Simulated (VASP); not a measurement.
# Sb (Pm-3m) in VASP: notebook

Sb is run at these levels: PBE; tasks: relaxation of cell and atoms.

Everything below comes from runs of VASP 6.6.1. Logs are shortened: lines on timing, memory, paths and dates and some standing lists are left out, and cuts for length are marked.

## Step 1: The cell of the first run

Symmetry: Pm-3m, No. 221, cubic system. Conventional cell: a = 3.124 Å, b = 3.124 Å, c = 3.124 Å, α = 90.00°, β = 90.00°, γ = 90.00°. Sb (site symmetry m-3m) has 6 Sb at 3.12 Å within 4.1 Å.

The cell was built from a structure type or drawn by symmetry, and may not be a known phase.

## Step 2: Relaxation of cell and atoms, PBE

File INCAR:

```
SYSTEM = Sb
ALGO     = Normal         ! electronic algorithm
EDIFF    = 1E-6           ! SCF threshold, eV
EDIFFG   = -0.01          ! ionic threshold
ENCUT    = 600            ! plane-wave cutoff, eV
GGA      = PE             ! functional
IBRION   = 2              ! ionic algorithm
ISIF     = 3              ! what is computed and relaxed
ISMEAR   = 0              ! smearing method
LASPH    = .TRUE.         ! aspherical terms in the spheres
LCHARG   = .FALSE.        ! write CHGCAR
LREAL    = .FALSE.        ! projectors in reciprocal space
LWAVE    = .FALSE.        ! write WAVECAR
NELM     = 80             ! most SCF steps
NSW      = 100            ! ionic steps
PREC     = Accurate       ! precision mode
SIGMA    = 0.1            ! smearing width, eV
```

File KPOINTS:

```
k-points
0
G
  18 18 18
  0 0 0
```

File POSCAR:

```
Sb
1.0
    3.1235520184      0.0000000000      0.0000000000
    0.0000000000      3.1235520184      0.0000000000
    0.0000000000      0.0000000000      3.1235520184
Sb
1
Direct
    0.5000000000      0.5000000000      0.5000000000
```

Potentials or basis: VASP PAW PBE potentials, release 64 (Sb).

Launch:

```bash
> cat potpaw_PBE.64/Sb/POTCAR > POTCAR
> mpirun -np 1 vasp_std > vasp.out
```

OUTCAR:

```text
SYSTEM = Sb
   EDIFF = 1E-6
   EDIFFG = -0.01
   ENCUT = 600
   GGA = PE
   IBRION = 2
   ISIF = 3
   ISMEAR = 0
   LASPH = .TRUE.
   LREAL = .FALSE.
   NELM = 80
   NSW = 100
   PREC = Accurate

 ion  position               nearest neighbor table
   1  0.500  0.500  0.500-

  LATTYP: Found a simple cubic cell.
 ALAT       =     3.1235520184

  Lattice vectors:

 A1 = (   3.1235520184,   0.0000000000,   0.0000000000)
 A2 = (   0.0000000000,   3.1235520184,   0.0000000000)
 A3 = (   0.0000000000,   0.0000000000,   3.1235520184)

Analysis of symmetry for initial positions (statically):
=====================================================================
 Subroutine PRICEL returns:
 Original cell was already a primitive cell.

 Routine SETGRP: Setting up the symmetry group for a
 simple cubic supercell.

 Subroutine GETGRP returns: Found 48 space group operations
 (whereof 48 operations were pure point group operations)
 out of a pool of 48 trial point group operations.

The static configuration has the point symmetry O_h .

Analysis of symmetry for dynamics (positions and initial velocities):
=====================================================================
 Subroutine PRICEL returns:
 Original cell was already a primitive cell.

 Routine SETGRP: Setting up the symmetry group for a
 simple cubic supercell.

 Subroutine GETGRP returns: Found 48 space group operations
 (whereof 48 operations were pure point group operations)
 out of a pool of 48 trial point group operations.

The dynamic configuration has the point symmetry O_h .

 Subroutine INISYM returns: Found 48 space group operations
 (whereof 48 operations are pure point group operations),
 and found     1 'primitive' translations

----------------------------------------------------------------------------------------

                                     Primitive cell

  volume of cell :      30.4752

  direct lattice vectors                    reciprocal lattice vectors
     3.123552018  0.000000000  0.000000000     0.320148342  0.000000000  0.000000000
     0.000000000  3.123552018  0.000000000     0.000000000  0.320148342  0.000000000
     0.000000000  0.000000000  3.123552018     0.000000000  0.000000000  0.320148342

  length of vectors
     3.123552018  3.123552018  3.123552018     0.320148342  0.320148342  0.320148342

  position of ions in fractional coordinates (direct lattice)
     0.500000000  0.500000000  0.500000000

  ion indices of the primitive-cell ions
   primitive index   ion index
                 1           1

----------------------------------------------------------------------------------------

 KPOINTS: k-points

Automatic generation of k-mesh.
 Grid dimensions read from file:
 generate k-points for:   18   18   18

 Generating k-lattice:

  Cartesian coordinates                     Fractional coordinates (reciprocal lattice)
     0.017786019  0.000000000  0.000000000     0.055555556  0.000000000  0.000000000
     0.000000000  0.017786019  0.000000000     0.000000000  0.055555556  0.000000000
     0.000000000  0.000000000  0.017786019     0.000000000  0.000000000  0.055555556

  Length of vectors
     0.017786019  0.017786019  0.017786019

  Shift w.r.t. Gamma in fractional coordinates (k-lattice)
     0.000000000  0.000000000  0.000000000

 Subroutine IBZKPT returns following result:
 ===========================================

 Found    220 irreducible k-points:

 Following reciprocal coordinates:
            Coordinates               Weight
  0.000000  0.000000  0.000000      1.000000
  0.055556  0.000000  0.000000      6.000000
  0.111111  0.000000  0.000000      6.000000
  0.166667  0.000000  0.000000      6.000000
  0.222222  0.000000  0.000000      6.000000
  0.277778  0.000000  0.000000      6.000000
[... 16 lines left out ...]
  0.277778  0.111111  0.000000     24.000000
  0.333333  0.111111  0.000000     24.000000
 [... further k-points ...]
   k-points           NKPTS =    220   k-points in BZ     NKDIM =    220   number of bands    NBANDS=      6
   number of dos      NEDOS =    301   number of ions     NIONS =      1
   total plane-waves  NPLWV =  21952
   dimension x,y,z NGX =    28 NGY =   28 NGZ =   28
   dimension x,y,z NGXF=    56 NGYF=   56 NGZF=   56
   ions per type =               1
   NGX,Y,Z   is equivalent  to a cutoff of  14.90, 14.90, 14.90 a.u.
   NGXF,Y,Z  is equivalent  to a cutoff of  29.81, 29.81, 29.81 a.u.
 SYSTEM =  Sb
   PREC   = accura    normal or accurate (medium, high low for compatibility)
   ISTART =      0    job   : 0-new  1-cont  2-samecut
   ICHARG =      2    charge: 1-file 2-atom 10-const
   ISPIN  =      1    spin polarized calculation?
   LNONCOLLINEAR =      F non collinear calculations
   LSORBIT =      F    spin-orbit coupling
   LASPH  =      T    aspherical Exc in radial PAW
   ENCUT  =  600.0 eV  44.10 Ry    6.64 a.u.   6.24  6.24  6.24*2*pi/ulx,y,z
   NELM   =     80;   NELMIN=  2; NELMDL= -5     # of ELM steps
   EDIFF  = 0.1E-05   stopping-criterion for ELM
   LREAL  =      F    real-space projection
   EDIFFG = -.1E-01   stopping-criterion for IOM
   NSW    =    100    number of steps for IOM
   IBRION =      2    ionic relax: 0-MD 1-quasi-New 2-CG
   NFREE  =      1    steps in history (QN), initial steepest desc. (CG)
   ISIF   =      3    stress and relaxation
   ISYM   =      2    0-nonsym 1-usesym 2-fastsym
   POTIM  = 0.5000    time-step for ionic-motion
   TEBEG  =    0.0;   TEEND  =   0.0 temperature during run
   PSTRESS=    0.0 pullay stress
   NELECT =       5.0000    total number of electrons
   NUPDOWN=      -1.0000    fix difference up-down
   EMIN   =  10.00;   EMAX   =-10.00  energy-range for DOS
   EFERMI =   0.00;   METHOD = LEGACY
   ISMEAR =     0;   SIGMA  =   0.10  broadening in eV -4-tet -1-fermi 0-gaus
   EFERMI_NEDOS =   21; number of points for ismear=-14 and -15
   IALGO  =     38    algorithm
   IMIX   =      4    mixing-type and parameters
     AMIX     =   0.40;   BMIX     =  1.00
     AMIX_MAG =   1.60;   BMIX_MAG =  1.00
  volume/ion in A,a.u.               =      30.48       205.66
  Fermi-wavevector in a.u.,A,eV,Ry     =   0.896223  1.693616 10.928413  0.803216
  Thomas-Fermi vector in A             =   2.018654
   LORBIT       =      0    0 simple, 1 ext, 2 COOP (PROOUT), +10 PAW based schemes
   GGA     = PE    functional components
   LHFCALC =     F    Hartree Fock is set to
   AEXX    =    0.0000 exact exchange contribution
   IVDW    =     0    specifies the selected vdW correction
   LEPSILON=     F    determine dielectric tensor
   LRPA    =     F    only Hartree local field effects (RPA)
 conjugate gradient relaxation of ions
 non-spin polarized calculation
 Gauss-broadening in eV      SIGMA  =   0.10
  energy-cutoff  :      600.00
  volume of cell :       30.48
 maximum number of plane-waves:      1064
 NGX is ok and might be reduce to    28
   NGX = 13   NGY = 13   NGZ = 13

--------------------------------------- Ionic step        1  -------------------------------------------

 number of electron       5.0000000 magnetization

 Free energy of the ion-electron system (eV)
  ---------------------------------------------------
  ext. energy  EPLUGINS =         0.00000000
  ---------------------------------------------------
  free energy    TOTEN  =        -4.09288628 eV

  energy without entropy =       -4.09046982  energy(sigma->0) =       -4.09167805

------------------------ aborting loop because EDIFF is reached ----------------------------------------

  FORCE on cell =-STRESS in cart. coord.  units (eV):
  Direction    XX          YY          ZZ          XY          YZ          ZX
  --------------------------------------------------------------------------------------
  -------------------------------------------------------------------------------------
  Total       -0.1432608     -0.1432608     -0.1432608     -0.0000000     -0.0000000     -0.0000000
  in kB       -7.5316759     -7.5316759     -7.5316759     -0.0000000     -0.0000000     -0.0000000
  external PRESSURE =      -7.5316759 kB  Pullay stress =       0.0000000 kB

 VOLUME and BASIS-vectors are now :
 -----------------------------------------------------------------------------
  energy-cutoff  :      600.00
  volume of cell :       30.48
      direct lattice vectors                 reciprocal lattice vectors
     3.123552018  0.000000000  0.000000000     0.320148342  0.000000000  0.000000000
     0.000000000  3.123552018  0.000000000     0.000000000  0.320148342  0.000000000
     0.000000000  0.000000000  3.123552018     0.000000000  0.000000000  0.320148342
[... 36 lines left out ...]
 POSITION                                       TOTAL-FORCE (eV/Angst)
 -----------------------------------------------------------------------------------
      1.55098      1.55098      1.55098        -0.000000      0.000000      0.000000
 -----------------------------------------------------------------------------------
    total drift:                               -0.000000      0.000000      0.000000

  FREE ENERGIE OF THE ION-ELECTRON SYSTEM (eV)
  ---------------------------------------------------
  free  energy   TOTEN  =        -4.0936676021 eV

  energy  without entropy=       -4.0912453440  energy(sigma->0) =       -4.09245647

--------------------------------------- Ionic step        3  -------------------------------------------

 number of electron       5.0000000 magnetization

 Free energy of the ion-electron system (eV)
  ---------------------------------------------------
  ext. energy  EPLUGINS =         0.00000000
  ---------------------------------------------------
  free energy    TOTEN  =        -4.09390728 eV

  energy without entropy =       -4.09149385  energy(sigma->0) =       -4.09270057

 E-fermi :   7.0745     XC(G=0):  -9.5930

 val. band max:        7.0680309733   @ k =   0.2778   0.2778   0.2778
 cond. band min:       7.1092666371   @ k =   0.1667   0.0556   0.0000
 fundamental gap:      0.0412356637
 Fermi energy:         7.0745429946

 k-point     1 :       0.0000    0.0000    0.0000
  band No.  band energies     occupation
      1      -5.2864      2.00000
      2      10.2927      0.00000
      3      10.2927      0.00000
      4      10.2927      0.00000
      5      13.9561      0.00000
      6      13.9561      0.00000

 k-point     2 :       0.0556    0.0000    0.0000
  band No.  band energies     occupation
      1      -5.2419      2.00000
      2       9.6806      0.00000
      3      10.3366      0.00000
      4      10.3366      0.00000
      5      13.9915      0.00000
      6      14.3683      0.00000
[... 181 lines left out ...]
 k-point    23 :       0.2778    0.1111    0.0000
  band No.  band energies     occupation
      1      -4.0457      2.00000
      2       4.6417      2.00000
      3       9.4519      0.00000
      4      11.4555      0.00000
      5      15.3426      0.00000
      6      16.9587      0.00000

 k-point    24 :       0.3333    0.1111    0.0000
  band No.  band energies     occupation
      1      -3.6274      2.00000
      2       3.5206      2.00000
      3       9.8235      0.00000
      4      11.8035      0.00000
      5      15.7046      0.00000
      6      16.6086      0.00000

 [... further k-points ...]

------------------------ aborting loop because EDIFF is reached ----------------------------------------

  FORCE on cell =-STRESS in cart. coord.  units (eV):
  Direction    XX          YY          ZZ          XY          YZ          ZX
  --------------------------------------------------------------------------------------
  -------------------------------------------------------------------------------------
  Total        0.0011538      0.0011538      0.0011538     -0.0000000      0.0000000      0.0000000
  in kB        0.0615191      0.0615191      0.0615191     -0.0000000      0.0000000      0.0000000
  external PRESSURE =       0.0615191 kB  Pullay stress =       0.0000000 kB

 VOLUME and BASIS-vectors are now :
 -----------------------------------------------------------------------------
  energy-cutoff  :      600.00
  volume of cell :       30.05
      direct lattice vectors                 reciprocal lattice vectors
     3.108914461 -0.000000000 -0.000000000     0.321655682  0.000000000  0.000000000
    -0.000000000  3.108914461 -0.000000000     0.000000000  0.321655682  0.000000000
    -0.000000000 -0.000000000  3.108914461     0.000000000  0.000000000  0.321655682

 POSITION                                       TOTAL-FORCE (eV/Angst)
 -----------------------------------------------------------------------------------
      1.55446      1.55446      1.55446        -0.000000      0.000000      0.000000
 -----------------------------------------------------------------------------------
    total drift:                               -0.000000      0.000000      0.000000

  FREE ENERGIE OF THE ION-ELECTRON SYSTEM (eV)
  ---------------------------------------------------
  free  energy   TOTEN  =        -4.0939072767 eV

  energy  without entropy=       -4.0914938541  energy(sigma->0) =       -4.09270057

 reached required accuracy - stopping structural energy minimisation
```

Run time: 26 s. Hardware: 1 thread of Intel Xeon 6975P-C (Granite Rapids), shared host; peak memory 0.2 GiB.

Results:

| Quantity | Value |
| --- | --- |
| Free energy | -4.0939 eV |
| Relaxed volume | 30.05 Å³/atom |
| Relaxed cell | a = 3.109 Å, b = 3.109 Å, c = 3.109 Å, α = 90.00°, β = 90.00°, γ = 90.00° |
| Space group after relaxing (to 0.1 Å) | Pm-3m (No. 221) |
| Energy gained by relaxing | 1.0 meV/atom |
| Ionic steps | 3 |
| Pressure after relaxing | 0.0 GPa |
| Band gap on the k mesh | zero (an odd number of electrons rules out a gap without spin polarisation) |

Step by step:
```tsv
step	energy change (eV)	largest force (eV/Å)	pressure (GPa)	volume (Å³)
1	0.0000	0.0000	-0.75	30.48
2	-0.0008	0.0000	0.38	29.85
3	-0.0010	0.0000	0.01	30.05
```

Final structure:
```cif
data_structure
_symmetry_space_group_name_H-M 'P 1'
_symmetry_Int_Tables_number 1
_cell_length_a 3.1089
_cell_length_b 3.1089
_cell_length_c 3.1089
_cell_angle_alpha 90.000
_cell_angle_beta 90.000
_cell_angle_gamma 90.000
_cell_volume 30.05
loop_
_atom_site_label
_atom_site_type_symbol
_atom_site_fract_x
_atom_site_fract_y
_atom_site_fract_z
_atom_site_occupancy
Sb1 Sb 0.50000 0.50000 0.50000 1
```

Levels at points of the mesh, in eV from the Fermi level:
```
           k point  band 1  band 2  band 3  band 4  band 5  band 6
(0.00, 0.00, 0.00)  -12.36    3.22    3.22    3.22    6.88    6.88
(0.50, 0.00, 0.00)   -9.97   -5.56    5.20    5.20    8.95   10.55
(0.50, 0.50, 0.00)   -7.43   -3.53   -3.53    2.18    7.22   12.75
(0.50, 0.50, 0.50)   -4.60   -1.63   -1.63   -1.63    4.81    4.81
```

Caveat: spin-orbit coupling is left out, which moves the levels of the heavy elements.

## Step 3: Relaxation of cell and atoms, PBE

This run uses another cell than the first one, of 30.07 Å³/atom.

File INCAR:

```
PREC     = Accurate       # precision mode
ENCUT    = 600            # plane-wave cutoff, eV
EDIFF    = 1E-6           # SCF threshold, eV
ISMEAR   = -1             # smearing method
SIGMA    = 0.15           # smearing width, eV
LREAL    = False          # projectors in reciprocal space
LASPH    = True           # aspherical terms in the spheres
NELM     = 80             # most SCF steps
ALGO     = Normal         # electronic algorithm
ISIF     = 3              # what is computed and relaxed
LWAVE    = False          # write WAVECAR
LCHARG   = False          # write CHGCAR
GGA      = PE             # functional
IBRION   = 2              # ionic algorithm
NSW      = 80             # ionic steps
EDIFFG   = -0.001         # ionic threshold
```

File KPOINTS:

```
regular mesh
0
Gamma
  20 20 20
```

File POSCAR:

```
Sb
1.0
    3.1096325701      0.0000000000      0.0000000000
    0.0000000000      3.1096325701      0.0000000000
    0.0000000000      0.0000000000      3.1096325701
Sb
1
Direct
    0.5000000000      0.5000000000      0.5000000000
```

Potentials or basis: VASP PAW PBE potentials, release 64 (Sb).

Launch:

```bash
> cat potpaw_PBE.64/Sb/POTCAR > POTCAR
> mpirun -np 1 vasp_std > vasp.out
```

Wall time 67 s (1 thread of Intel Xeon 6975P-C (Granite Rapids), shared host); peak memory 0.22 GiB.

The run converged. Its results:

- Free energy: -4.1120 eV
- Relaxed volume: 30.07 Å³/atom
- Relaxed cell: a = 3.110 Å, b = 3.110 Å, c = 3.110 Å, α = 90.00°, β = 90.00°, γ = 90.00°
- Space group after relaxing (to 0.1 Å): Pm-3m (No. 221)
- Energy gained by relaxing: 0.0 meV/atom
- Ionic steps: 14
- Pressure after relaxing: 0.0 GPa
- Band gap on the k mesh: zero (an odd number of electrons rules out a gap without spin polarisation)

Final structure:
```yaml
crystal:
  lattice:
    - [3.10975, 0.00000, 0.00000]
    - [0.00000, 3.10975, 0.00000]
    - [0.00000, 0.00000, 3.10975]
  atoms:
    - { symbol: Sb, position: [0.50000, 0.50000, 0.50000] }
```

Levels at points of the mesh, in eV from the Fermi level:
| k point | band 1 | band 2 | band 3 | band 4 | band 5 | band 6 |
| --- | --- | --- | --- | --- | --- | --- |
| (0.00, 0.00, 0.00) | -12.32 | 3.25 | 3.25 | 3.25 | 6.92 | 6.92 |
| (0.50, 0.00, 0.00) | -9.93 | -5.52 | 5.23 | 5.23 | 8.98 | 10.58 |
| (0.50, 0.50, 0.00) | -7.40 | -3.49 | -3.49 | 2.22 | 7.24 | 12.78 |
| (0.50, 0.50, 0.50) | -4.57 | -1.60 | -1.60 | -1.60 | 4.85 | 4.85 |

Caveat: spin-orbit coupling is left out, which moves the levels of the heavy elements.
